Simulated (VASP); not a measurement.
Write the native input for VASP 6.6.1 that does the following.

```
Task                   : single point
Functional             : PBE
Potentials or basis    : VASP PAW PBE potentials, release 64 (La, O)
Cutoff                 : 520 eV
k mesh                 : 6 × 6 × 4
Occupations            : gaussian, width 0.1 eV
Spin                   : no spin polarisation
Dipole correction      : no
Further INCAR settings : ALGO = Normal; EDIFF = 1e-07; NBANDS = 26
```

The structure of LaO4 lies in POSCAR:

```
LaO4
1.0
    4.2265826057      0.0000000030      0.0000000000
   -2.1132913054      3.6603279062      0.0000000000
    0.0000000000      0.0000000000      3.8478217403
La O
1 4
Direct
    0.0000000000      0.0000000000      0.5000000000
    0.3333333333      0.6666666667      0.1814378732
    0.3333333333      0.6666666667      0.8185621268
    0.6666666667      0.3333333333      0.8185621268
    0.6666666667      0.3333333333      0.1814378732
```

One way to write it, as run:

INCAR

```
ALGO = Normal
EDIFF = 1E-7
ENCUT = 520
GGA = PE
ISIF = 2
ISMEAR = 0
LASPH = True
LCHARG = True
LELF = True
LREAL = False
LVHAR = True
LWAVE = False
NBANDS = 26
NELM = 100
PREC = Accurate
SIGMA = 0.1
```

KPOINTS

```
k-points
0
Gamma
  6 6 4
```

Potentials or basis: VASP PAW PBE potentials, release 64 (La, O).

Launch:

```bash
$ cat potpaw_PBE.64/La/POTCAR potpaw_PBE.64/O/POTCAR > POTCAR
$ mpirun -np 1 vasp_std > vasp.out
```

Results of the run:

| Quantity | Value |
| --- | --- |
| Pressure | 0.3 GPa |
| Largest force | 0.303 eV/Å |

Caveat: the k points lie up to 0.41 Å⁻¹ apart; an odd number of electrons without spin polarisation forces a metal; a magnetic or distorted state may lie lower.

It took 20 s on 1 thread of Intel(R) Xeon(R) 6975P-C (Granite Rapids), with other jobs on the host, peak memory 0.2 GiB.
